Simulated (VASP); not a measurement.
A run of VASP 6.6.1:

The input INCAR:

```
PREC = Accurate ; ENCUT = 560
EDIFF = 1E-6 ; ISMEAR = -1
SIGMA = 0.05 ; LREAL = F
LASPH = T ; NELM = 200
ALGO = Normal ; ISIF = 2
LWAVE = F ; LCHARG = F
ISPIN = 2 ; MAGMOM = 1
LORBIT = 11 ; LMAXMIX = 4
GGA = PS ; NBANDS = 18
GGA_COMPAT = F
```

KPOINTS

```
regular mesh
0
Gamma
  14 14 14
```

POSCAR

```
Ir
1.0
    0.0000000000      1.9155221637      1.9155221637
    1.9155221637      0.0000000000      1.9155221637
    1.9155221637      1.9155221637      0.0000000000
Ir
1
Direct
    0.0000000000      0.0000000000      0.0000000000
```

Potentials or basis: VASP PAW PBE potentials, release 64 (Ir_sv_GW).

The run is started by

```console
$ cat potpaw_PBE.64/Ir_sv_GW/POTCAR > POTCAR
$ mpirun -np 1 vasp_std > vasp.out
```

Hardware: 1 thread of Intel(R) Xeon(R) 6975P-C (Granite Rapids), with other jobs on the host.

**Question.** Estimate the wall time of this run.

**Answer.** Run time: 48 s on 1 thread of Intel(R) Xeon(R) 6975P-C (Granite Rapids) (shared host), peak memory 0.19 GiB. Counts: scf iterations 14, k points 104.
